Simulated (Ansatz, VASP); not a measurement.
ZnS in VASP and in Ansatz

```
Zn S
1.0
     0.00000    2.69399    2.69399
     2.69399    0.00000    2.69399
     2.69399    2.69399    0.00000
Zn S
1 1
Direct
  0.25000 0.25000 0.25000
  0.00000 0.00000 0.00000
```

Alike in both runs: task single point; functional PBE; k mesh 10 × 10 × 10; occupations gaussian, width 0.02 eV; collinear spin.

|  | VASP | Ansatz |
| --- | --- | --- |
| version | VASP 6.6.1 | Ansatz 0.2.0 |
| potentials or method | VASP PAW PBE potentials, release 64 (Zn, S), cutoff 520 eV | scalar-relativistic, plane waves, PAW |
| valence electrons in the cell | 18 | 18 |

VASP gave:

* gap on the k mesh at the Fermi level (eV): 2.15
* pressure (GPa): 2.5
* net moment per atom (μB): 0.00

What did Ansatz give for the same quantities?

gap on the k mesh at the Fermi level (eV): 2.15; pressure (GPa): 2.3; net moment per atom (μB): 0.00.

Ansatz's warnings: no starting moments.
